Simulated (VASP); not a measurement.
A run of VASP 6.6.1 is set up as follows.

The input INCAR:

```
SYSTEM = BN
ALGO = Normal
EDIFF = 1E-6
ENCUT = 600
GGA = PS
GGA_COMPAT = .False.
ISIF = 2
ISMEAR = 0
LASPH = .True.
LCHARG = .False.
LREAL = .False.
LWAVE = .False.
NBANDS = 16
NELM = 120
PREC = Accurate
SIGMA = 0.01
```

File KPOINTS:

```
k-points
0
Gamma
  9 9 6
  0 0 0
```

File POSCAR:

```
BN
1.0
    2.5406380461      0.0000000000      0.0000000000
   -1.2703190231      2.2002570898      0.0000000000
    0.0000000000      0.0000000000      4.2026940542
B N
2 2
Direct
    0.3333333333      0.6666666667     -0.0002377689
    0.6666666667      0.3333333333      0.4997622311
    0.3333333333      0.6666666667      0.3742377689
    0.6666666667      0.3333333333      0.8742377689
```

Potentials or basis: VASP PAW PBE potentials, release 64 (B, N).

Launch:

```bash
$ cat potpaw_PBE.64/B/POTCAR potpaw_PBE.64/N/POTCAR > POTCAR
$ mpirun -np 1 vasp_std > vasp.out
```

(1) Estimate the band gap on the k mesh.

(2) Estimate the largest force.

(3) Predict the pressure.

Answers

(1) 4.95 eV, indirect (least direct gap 8.21 eV).

(2) 0.004 eV/Å.

(3) 0.5 GPa.

Caveat: the PAW data sets were made with another functional, which shifts forces and pressure a little.
